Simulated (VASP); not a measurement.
Si, 2 atoms in the cell. It takes space group I4_1/amd (No. 141, tetragonal). Conventional cell: a = 3.797 Å, b = 3.797 Å, c = 5.990 Å, α = 90.00°, β = 90.00°, γ = 90.00°. Within 3.2 Å of Si (site symmetry -4m2) lie 4 Si at 2.42 Å.  This cell differs from its parent crystal: volume 21.592 Å^3 an atom, c/a of the conventional cell 1.1154.

- Program: VASP 6.6.1
- Task: single point
- Functional: LDA
- Potentials or basis: VASP PAW LDA potentials, release 64 (Si)
- Cutoff: 520 eV
- k mesh: 12 × 12 × 12
- Occupations: gaussian, width 0.05 eV
- Spin: no spin polarisation
- Dipole correction: no
- Further INCAR settings: ALGO = Normal; EDIFF = 1e-07; NBANDS = 11

Potentials or basis: VASP PAW LDA potentials, release 64 (Si).

Launch:

```bash
$ cat potpaw_LDA.64/Si/POTCAR > POTCAR
$ mpirun -np 1 vasp_std > vasp.out
```

Hardware: 1 thread of Intel(R) Xeon(R) Platinum 8559C (Emerald Rapids), with other jobs on the host.

Task: How long does it take, and how much memory?

Result: Wall time 38 s on 1 thread of Intel(R) Xeon(R) Platinum 8559C (Emerald Rapids) (shared host), peak memory 0.18 GiB. Counts: scf iterations 12, k points 163.
